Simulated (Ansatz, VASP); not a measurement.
P in VASP and in Ansatz

```xyz
2
Lattice="0.0000 2.7441 2.7441 2.7441 0.0000 2.7441 2.7441 2.7441 0.0000" Properties=species:S:1:pos:R:3 pbc="T T T"
P    -0.6860   -0.6860   -0.6860
P     0.6860    0.6860    0.6860
```

Alike in both runs: task single point; functional PBE; k mesh 12 × 12 × 12; occupations methfessel-paxton of order 1, width 0.005 eV; no spin polarisation.

```csv
,VASP,Ansatz
version,VASP 6.6.1,Ansatz 0.2.0
potentials or method,"VASP PAW PBE potentials, release 64 (P)","norm-conserving pseudopotentials, scalar-relativistic"
plane-wave cutoff (eV),520,599
valence electrons in the cell,10,10
```

Ansatz gave:

* gap on the k mesh at the Fermi level (eV): none
* pressure (GPa): 0.0

Question: Which values does VASP return?

Answer: gap on the k mesh at the Fermi level (eV): none; pressure (GPa): -0.1.

A gap of «none» marks a metal or a gap that the smearing closes. The functional is the same, so the differences come from potentials, cutoffs and numerics.
